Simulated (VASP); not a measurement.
# SrCl2 (I4/mmm) in VASP: a series of runs

The runs below take SrCl2 through single point, with r2SCAN.

All numbers are computed with VASP 6.6.1; they aren't measurements. Logs are shortened: lines on timing, memory, paths and dates and some standing lists are left out, and cuts for length are marked.

## 1. The cell of the first run

It takes space group I4/mmm (No. 139, tetragonal). Conventional cell: a = 4.929 Å, b = 4.929 Å, c = 7.250 Å, α = 90.00°, β = 90.00°, γ = 90.00°. Within 4.0 Å of Sr (site symmetry 4/mmm) lie 8 Cl at 3.06 Å. Cl (site symmetry -4m2) has 4 Sr at 3.06 Å and 6 Cl at 3.49 to 3.62 Å within 4.0 Å.

## 2. Single point, r2SCAN (strain +0.000 along x and y, +0.040 along z)

POSCAR

```
SrCl2
1.0
    0.0000000000      3.4855000000      3.6249200000
    3.4855000000      0.0000000000      3.6249200000
    3.4855000000      3.4855000000      0.0000000000
Sr Cl
1 2
Direct
    0.0000000000      0.0000000000      0.0000000000
    0.2500000000      0.2500000000      0.2500000000
    0.7500000000      0.7500000000      0.7500000000
```

INCAR.step1

```
PREC     = Accurate       # precision mode
ENCUT    = 520            # plane-wave cutoff, eV
ISMEAR   = 0              # smearing method
SIGMA    = 0.05           # smearing width, eV
LREAL    = False          # projectors in reciprocal space
LASPH    = True           # aspherical terms in the spheres
NELM     = 60             # most SCF steps
NBANDS   = 19             # bands
GGA      = PE             # functional
ALGO     = Normal         # electronic algorithm
EDIFF    = 1E-4           # SCF threshold, eV
LWAVE    = True           # write WAVECAR
LCHARG   = False          # write CHGCAR
```

INCAR.step2

```
PREC     = Accurate       # precision mode
ENCUT    = 520            # plane-wave cutoff, eV
EDIFF    = 1E-6           # SCF threshold, eV
ISMEAR   = 0              # smearing method
SIGMA    = 0.05           # smearing width, eV
LREAL    = False          # projectors in reciprocal space
LASPH    = True           # aspherical terms in the spheres
NELM     = 60             # most SCF steps
ALGO     = Normal         # electronic algorithm
ISIF     = 2              # what is computed and relaxed
LWAVE    = False          # write WAVECAR
LCHARG   = False          # write CHGCAR
METAGGA  = R2SCAN         # meta-GGA
LMIXTAU  = True         
NBANDS   = 19             # bands
ISTART   = 1
```

KPOINTS

```
regular mesh
0
Gamma
  6 6 6
```

Potentials or basis: VASP PAW PBE potentials, release 64 (Sr_sv, Cl).

Launch:

```sh
$ cat potpaw_PBE.64/Sr_sv/POTCAR potpaw_PBE.64/Cl/POTCAR > POTCAR
$ cp INCAR.step1 INCAR
$ mpirun -np 1 vasp_std > vasp.out
$ cp INCAR.step2 INCAR
$ mpirun -np 1 vasp_std > vasp.out
```

OUTCAR:

```text
PREC = Accurate
   ENCUT = 520
   EDIFF = 1E-6
   ISMEAR = 0
   LREAL = False
   LASPH = True
   NELM = 60
   ISIF = 2
   METAGGA = R2SCAN
   ISTART = 1

 ion  position               nearest neighbor table
   1  0.000  0.000  0.000-   3 3.06   3 3.06   3 3.06   2 3.06   3 3.06   2 3.06   2 3.06   2 3.06

   2  0.250  0.250  0.250-   1 3.06   1 3.06   1 3.06   1 3.06
   3  0.750  0.750  0.750-   1 3.06   1 3.06   1 3.06   1 3.06

  LATTYP: Found a body centered tetragonal cell.
 ALAT       =     4.9292413717
 C/A-ratio  =     1.4707821049

  Lattice vectors:

 A1 = (  -3.4855000000,   0.0000000000,   3.6249200000)
 A2 = (   3.4855000000,   0.0000000000,   3.6249200000)
 A3 = (   0.0000000000,   3.4855000000,  -3.6249200000)

Analysis of symmetry for initial positions (statically):
=====================================================================
 Subroutine PRICEL returns:
 Original cell was already a primitive cell.

 Routine SETGRP: Setting up the symmetry group for a
 body centered tetragonal supercell.

 Subroutine GETGRP returns: Found 16 space group operations
 (whereof 16 operations were pure point group operations)
 out of a pool of 16 trial point group operations.

The static configuration has the point symmetry D_4h.

Analysis of symmetry for dynamics (positions and initial velocities):
=====================================================================
 Subroutine PRICEL returns:
 Original cell was already a primitive cell.

 Routine SETGRP: Setting up the symmetry group for a
 body centered tetragonal supercell.

 Subroutine GETGRP returns: Found 16 space group operations
 (whereof 16 operations were pure point group operations)
 out of a pool of 16 trial point group operations.

The dynamic configuration has the point symmetry D_4h.

 Subroutine INISYM returns: Found 16 space group operations
 (whereof 16 operations are pure point group operations),
 and found     1 'primitive' translations

----------------------------------------------------------------------------------------

                                     Primitive cell

  volume of cell :      88.0762

  direct lattice vectors                    reciprocal lattice vectors
     0.000000000  3.485500000  3.624920000    -0.143451442  0.143451442  0.137934079
     3.485500000  0.000000000  3.624920000     0.143451442 -0.143451442  0.137934079
     3.485500000  3.485500000  0.000000000     0.143451442  0.143451442 -0.137934079

  length of vectors
     5.028792624  5.028792624  4.929241372     0.245321100  0.245321100  0.245321100

  position of ions in fractional coordinates (direct lattice)
     0.000000000  0.000000000  0.000000000
     0.250000000  0.250000000  0.250000000
     0.750000000  0.750000000  0.750000000

  ion indices of the primitive-cell ions
   primitive index   ion index
                 1           1
                 2           2
                 3           3

----------------------------------------------------------------------------------------

 KPOINTS: regular mesh

Automatic generation of k-mesh.
 Grid dimensions read from file:
 generate k-points for:    6    6    6

 Generating k-lattice:

  Cartesian coordinates                     Fractional coordinates (reciprocal lattice)
    -0.023908574  0.023908574  0.022989013     0.166666667  0.000000000  0.000000000
     0.023908574 -0.023908574  0.022989013     0.000000000  0.166666667  0.000000000
     0.023908574  0.023908574 -0.022989013     0.000000000  0.000000000  0.166666667

  Length of vectors
     0.040886850  0.040886850  0.040886850

  Shift w.r.t. Gamma in fractional coordinates (k-lattice)
     0.000000000  0.000000000  0.000000000

 Subroutine IBZKPT returns following result:
 ===========================================

 Found     30 irreducible k-points:

 Following reciprocal coordinates:
            Coordinates               Weight
  0.000000  0.000000  0.000000      1.000000
  0.166667  0.000000  0.000000      8.000000
  0.333333  0.000000  0.000000      8.000000
  0.500000  0.000000  0.000000      4.000000
  0.166667  0.166667  0.000000      2.000000
  0.333333  0.166667  0.000000      8.000000
[... 16 lines left out ...]
  0.333333  0.000000  0.333333      4.000000
  0.500000 -0.000000  0.333333     16.000000
 [... further k-points ...]
   k-points           NKPTS =     30   k-points in BZ     NKDIM =     30   number of bands    NBANDS=     19
   number of dos      NEDOS =    301   number of ions     NIONS =      3
   total plane-waves  NPLWV =  64000
   dimension x,y,z NGX =    40 NGY =   40 NGZ =   40
   dimension x,y,z NGXF=    80 NGYF=   80 NGZF=   80
   ions per type =               1   2
   NGX,Y,Z   is equivalent  to a cutoff of  13.22, 13.22, 13.49 a.u.
   NGXF,Y,Z  is equivalent  to a cutoff of  26.45, 26.45, 26.98 a.u.
 SYSTEM =  unknown system
   PREC   = accura    normal or accurate (medium, high low for compatibility)
   ISTART =      1    job   : 0-new  1-cont  2-samecut
   ICHARG =      0    charge: 1-file 2-atom 10-const
   ISPIN  =      1    spin polarized calculation?
   LNONCOLLINEAR =      F non collinear calculations
   LSORBIT =      F    spin-orbit coupling
   LASPH  =      T    aspherical Exc in radial PAW
   ENCUT  =  520.0 eV  38.22 Ry    6.18 a.u.   9.35  9.35  9.17*2*pi/ulx,y,z
   NELM   =     60;   NELMIN=  2; NELMDL=  0     # of ELM steps
   EDIFF  = 0.1E-05   stopping-criterion for ELM
   LREAL  =      F    real-space projection
   EDIFFG = 0.1E-04   stopping-criterion for IOM
   NSW    =      0    number of steps for IOM
   IBRION =     -1    ionic relax: 0-MD 1-quasi-New 2-CG
   NFREE  =      0    steps in history (QN), initial steepest desc. (CG)
   ISIF   =      2    stress and relaxation
   ISYM   =      2    0-nonsym 1-usesym 2-fastsym
   POTIM  = 0.5000    time-step for ionic-motion
   TEBEG  =    0.0;   TEEND  =   0.0 temperature during run
   PSTRESS=    0.0 pullay stress
   NELECT =      24.0000    total number of electrons
   NUPDOWN=      -1.0000    fix difference up-down
   EMIN   =  10.00;   EMAX   =-10.00  energy-range for DOS
   EFERMI =   0.00;   METHOD = LEGACY
   ISMEAR =     0;   SIGMA  =   0.05  broadening in eV -4-tet -1-fermi 0-gaus
   EFERMI_NEDOS =   21; number of points for ismear=-14 and -15
   IALGO  =     38    algorithm
   IMIX   =      4    mixing-type and parameters
     AMIX     =   0.40;   BMIX     =  1.00
     AMIX_MAG =   1.60;   BMIX_MAG =  1.00
  volume/ion in A,a.u.               =      29.36       198.12
  Fermi-wavevector in a.u.,A,eV,Ry     =   1.061351  2.005663 15.326501  1.126466
  Thomas-Fermi vector in A             =   2.196764
   LORBIT       =      0    0 simple, 1 ext, 2 COOP (PROOUT), +10 PAW based schemes
   METAGGA = R2SCAN    functional components
   LHFCALC =     F    Hartree Fock is set to
   AEXX    =    0.0000 exact exchange contribution
   IVDW    =     0    specifies the selected vdW correction
   LEPSILON=     F    determine dielectric tensor
   LRPA    =     F    only Hartree local field effects (RPA)
 non-spin polarized calculation
 Gauss-broadening in eV      SIGMA  =   0.05
  energy-cutoff  :      520.00
  volume of cell :       88.08
 maximum number of plane-waves:      2386
 NGX is ok and might be reduce to    40
   NGX = 19   NGY = 19   NGZ = 19

 number of electron      24.0000001 magnetization

 Free energy of the ion-electron system (eV)
  ---------------------------------------------------
  ext. energy  EPLUGINS =         0.00000000
  ---------------------------------------------------
  free energy    TOTEN  =       -35.67590548 eV

  energy without entropy =      -35.67590548  energy(sigma->0) =      -35.67590548

 E-fermi :  -0.0699     XC(G=0):  -8.5980

 val. band max:       -0.3669133642   @ k =   0.5000   0.0000   0.5000
 cond. band min:       5.3219204175   @ k =   0.0000   0.0000   0.0000
 fundamental gap:      5.6888337817
 Fermi energy:        -0.0698967120

 k-point     1 :       0.0000    0.0000    0.0000
  band No.  band energies     occupation
      1     -34.5359      2.00000
      2     -15.8946      2.00000
      3     -15.8946      2.00000
      4     -15.8810      2.00000
      5     -14.2277      2.00000
      6     -13.4196      2.00000
[... 11 lines left out ...]
     18       9.1581      0.00000
     19       9.3782      0.00000

 k-point     2 :       0.1667    0.0000    0.0000
  band No.  band energies     occupation
      1     -34.5353      2.00000
      2     -15.9643      2.00000
      3     -15.8970      2.00000
      4     -15.8883      2.00000
      5     -14.0944      2.00000
      6     -13.4737      2.00000
[... 11 lines left out ...]
     18       8.8430      0.00000
     19       9.8437      0.00000

 k-point     3 :       0.3333    0.0000    0.0000
  band No.  band energies     occupation
      1     -34.5340      2.00000
      2     -16.0842      2.00000
      3     -15.9020      2.00000
      4     -15.8950      2.00000
      5     -13.8895      2.00000
      6     -13.5401      2.00000
[... 11 lines left out ...]
     18       8.6932      0.00000
     19       9.1189      0.00000

 k-point     4 :       0.5000    0.0000    0.0000
  band No.  band energies     occupation
      1     -34.5333      2.00000
      2     -16.1346      2.00000
      3     -15.9044      2.00000
      4     -15.8982      2.00000
      5     -13.8464      2.00000
      6     -13.5199      2.00000
[... 11 lines left out ...]
     18       8.7264      0.00000
     19       8.9442      0.00000

 k-point     5 :       0.1667    0.1667    0.0000
  band No.  band energies     occupation
      1     -34.5351      2.00000
      2     -15.9773      2.00000
      3     -15.9007      2.00000
      4     -15.9007      2.00000
      5     -14.0519      2.00000
      6     -13.4806      2.00000
[... 11 lines left out ...]
     18       8.8107      0.00000
     19       8.9505      0.00000
[... 334 lines left out ...]
      2     -16.0985      2.00000
      3     -15.9596      2.00000
      4     -15.9132      2.00000
      5     -13.6817      2.00000
      6     -13.6437      2.00000
[... 11 lines left out ...]
     18       8.8627      0.00000
     19       9.7988      0.00000

 k-point    22 :      -0.3333    0.5000    0.1667
  band No.  band energies     occupation
      1     -34.5326      2.00000
      2     -16.1292      2.00000
      3     -15.9903      2.00000
      4     -15.9210      2.00000
      5     -13.6199      2.00000
      6     -13.6096      2.00000
[... 11 lines left out ...]
     18       9.6514      0.00000
     19      10.0812      0.00000

 k-point    23 :       0.3333    0.0000    0.3333
  band No.  band energies     occupation
      1     -34.5332      2.00000
      2     -16.1273      2.00000
      3     -15.9180      2.00000
      4     -15.8996      2.00000
      5     -13.6995      2.00000
      6     -13.6571      2.00000
[... 11 lines left out ...]
     18       8.2008      0.00000
     19       9.7743      0.00000

 k-point    24 :       0.5000   -0.0000    0.3333
  band No.  band energies     occupation
      1     -34.5326      2.00000
      2     -16.1449      2.00000
      3     -15.9513      2.00000
      4     -15.9100      2.00000
      5     -13.6963      2.00000
      6     -13.5847      2.00000
[... 11 lines left out ...]
     18       9.0403      0.00000
     19       9.9472      0.00000

 [... further k-points ...]
[... 5 lines left out ...]
  --------------------------------------------------------------------------------------
  -------------------------------------------------------------------------------------
  Total       -0.1723717     -0.1723717     -1.2789577      0.0000000      0.0000000     -0.0000000
  in kB       -3.1355801     -3.1355801    -23.2652744      0.0000000      0.0000000     -0.0000000
  external PRESSURE =      -9.8454782 kB  Pullay stress =       0.0000000 kB

 VOLUME and BASIS-vectors are now :
 -----------------------------------------------------------------------------
  energy-cutoff  :      520.00
  volume of cell :       88.08
      direct lattice vectors                 reciprocal lattice vectors
     0.000000000  3.485500000  3.624920000    -0.143451442  0.143451442  0.137934079
     3.485500000  0.000000000  3.624920000     0.143451442 -0.143451442  0.137934079
     3.485500000  3.485500000  0.000000000     0.143451442  0.143451442 -0.137934079

 POSITION                                       TOTAL-FORCE (eV/Angst)
 -----------------------------------------------------------------------------------
      0.00000      0.00000      0.00000        -0.000000     -0.000000      0.000000
      1.74275      1.74275      1.81246         0.000000      0.000000     -0.000000
      5.22825      5.22825      5.43738        -0.000000     -0.000000     -0.000000
 -----------------------------------------------------------------------------------
    total drift:                               -0.000000     -0.000000      0.000000

  FREE ENERGIE OF THE ION-ELECTRON SYSTEM (eV)
  ---------------------------------------------------
  free  energy   TOTEN  =       -35.6759054838 eV

  energy  without entropy=      -35.6759054838  energy(sigma->0) =      -35.67590548
```

Wall time 92 s (1 thread of Intel Xeon 6975P-C (Granite Rapids), shared host); peak memory 0.28 GiB.

Results:

* Free energy: -35.6759 eV
* Pressure: -1.0 GPa
* Band gap on the k mesh: 5.69 eV, indirect (least direct gap 5.90 eV)

Stress tensor (GPa, compression positive):
```
-0.31  0.00  0.00
 0.00 -0.31  0.00
 0.00  0.00 -2.33
```

Caveat: the cell differs from its parent crystal (strain +0.000 along x and y, +0.040 along z); the PAW data sets were made with another functional, which shifts forces and pressure a little.

## 3. Single point, r2SCAN (strain +0.040 along x and y, +0.080 along z)

POSCAR

```
SrCl2
1.0
    0.0000000000      3.6249200000      3.7643400000
    3.6249200000      0.0000000000      3.7643400000
    3.6249200000      3.6249200000      0.0000000000
Sr Cl
1 2
Direct
    0.0000000000      0.0000000000      0.0000000000
    0.2500000000      0.2500000000      0.2500000000
    0.7500000000      0.7500000000      0.7500000000
```

INCAR.step1

```
ALGO = Normal
EDIFF = 1E-4
ENCUT = 520
GGA = PE
ISMEAR = 0
LASPH = T
LCHARG = F
LREAL = F
LWAVE = T
NBANDS = 19
NELM = 100
PREC = Accurate
SIGMA = 0.05
```

INCAR.step2

```
ALGO = Normal
EDIFF = 1E-7
ENCUT = 520
ISIF = 2
ISMEAR = 0
ISTART = 1
LASPH = T
LCHARG = F
LMIXTAU = T
LREAL = F
LWAVE = F
METAGGA = R2SCAN
NBANDS = 19
NELM = 100
PREC = Accurate
SIGMA = 0.05
```

KPOINTS

```
k-points
0
Gamma
  6 6 6
```

Potentials or basis: VASP PAW PBE potentials, release 64 (Sr_sv, Cl).

Launch:

```sh
$ cat potpaw_PBE.64/Sr_sv/POTCAR potpaw_PBE.64/Cl/POTCAR > POTCAR
$ cp INCAR.step1 INCAR
$ mpirun -np 1 vasp_std > vasp.out
$ cp INCAR.step2 INCAR
$ mpirun -np 1 vasp_std > vasp.out
```

Wall time 2.4 min (1 thread of Intel Xeon 6975P-C (Granite Rapids), shared host); peak memory 0.28 GiB.

It converged, with:

```yaml
Free_energy: -35.5039 eV
Pressure: -3.9 GPa
Band_gap_on_the_k_mesh: 5.31 eV, indirect (least direct gap 5.59 eV)
```

Stress tensor (GPa, compression positive):
```
-3.36  0.00  0.00
 0.00 -3.36  0.00
 0.00  0.00 -5.00
```

Levels at points of the mesh, in eV from the valence-band top:
```
           k point  band 9  band 10  band 11  band 12  band 13  band 14  band 15  band 16
(0.00, 0.00, 0.00)   -1.68    -0.52    -0.27    -0.27     5.31     6.51     6.70     9.07
(0.50, 0.00, 0.00)   -1.24    -1.15    -0.96    -0.92     7.00     7.04     7.59     7.89
(0.50, 0.50, 0.00)   -1.63    -0.31    -0.31    -0.19     5.95     7.11     7.72     8.04
(0.50, 0.00, 0.50)   -1.59    -0.52    -0.26     0.00     5.93     7.35     7.72     8.15
```

Caveat: the cell differs from its parent crystal (strain +0.040 along x and y, +0.080 along z); the PAW data sets were made with another functional, which shifts forces and pressure a little.
